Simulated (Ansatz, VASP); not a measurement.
## One calculation of B, two programs

File INCAR:

```
SYSTEM = B
PREC = Accurate
ENCUT = 500
EDIFF = 1E-6
ISMEAR = 0
SIGMA = 0.2
LREAL = .False.
LASPH = .True.
NELM = 120
ALGO = Normal
ISIF = 2
LWAVE = .False.
LCHARG = .False.
GGA = PE
NBANDS = 18
GGA_COMPAT = .False.
```

The input KPOINTS:

```
regular mesh
0
Gamma
  8 8 4
  0 0 0
```

POSCAR

```
B
1.0
   -2.6961573020      0.0000000000      0.0000000000
    0.0000000000      0.0000000000     -2.6961573020
    0.0000000000     -5.3923146041      0.0000000000
B
6
Direct
    0.5000000000      1.0000000000      0.5000000000
    0.5000000000      1.0000000000      0.0000000000
    1.0000000000      1.0000000000      0.7500000000
    0.0000000000      1.0000000000      0.2500000000
    1.0000000000      0.5000000000      1.0000000000
    1.0000000000      0.5000000000      0.5000000000
```

Input for Ansatz:

```yaml
crystal:
  lattice:
    - [-2.696157302, 0.0, 0.0]
    - [0.0, 0.0, -2.696157302]
    - [0.0, -5.3923146041, 0.0]
  atoms:
    - { symbol: B, position: [0.5, 1.0, 0.5] }
    - { symbol: B, position: [0.5, 1.0, 0.0] }
    - { symbol: B, position: [1.0, 1.0, 0.75] }
    - { symbol: B, position: [0.0, 1.0, 0.25] }
    - { symbol: B, position: [1.0, 0.5, 1.0] }
    - { symbol: B, position: [1.0, 0.5, 0.5] }
basis:
  ecutwfc: 420
kpoints:
  mp_grid: { grid: [8, 8, 4] }
hamiltonian:
  xc: pbe
scf:
  occupations: { method: gaussian, width: 0.2 }
  lower_state_search: "off"
output:
  forces: true
  stress: true
  eigenvalues: true
```

Alike in both runs: task single point; functional PBE; k mesh 8 × 8 × 4; occupations gaussian, width 0.2 eV; no spin polarisation.

|  | VASP | Ansatz |
| --- | --- | --- |
| version | VASP 6.6.1 | Ansatz 0.2.0 |
| potentials or method | VASP PAW PBE potentials, release 64 (B), cutoff 500 eV | scalar-relativistic, plane waves, PAW |
| valence electrons in the cell | 18 | 18 |

|  | VASP | Ansatz | Ansatz less VASP |
| --- | --- | --- | --- |
| gap on the k mesh at the Fermi level (eV) | none | none | - |
| pressure (GPa) | -0.6 | -0.6 | -0.04 |

A gap of «none» marks a metal or a gap that the smearing closes.
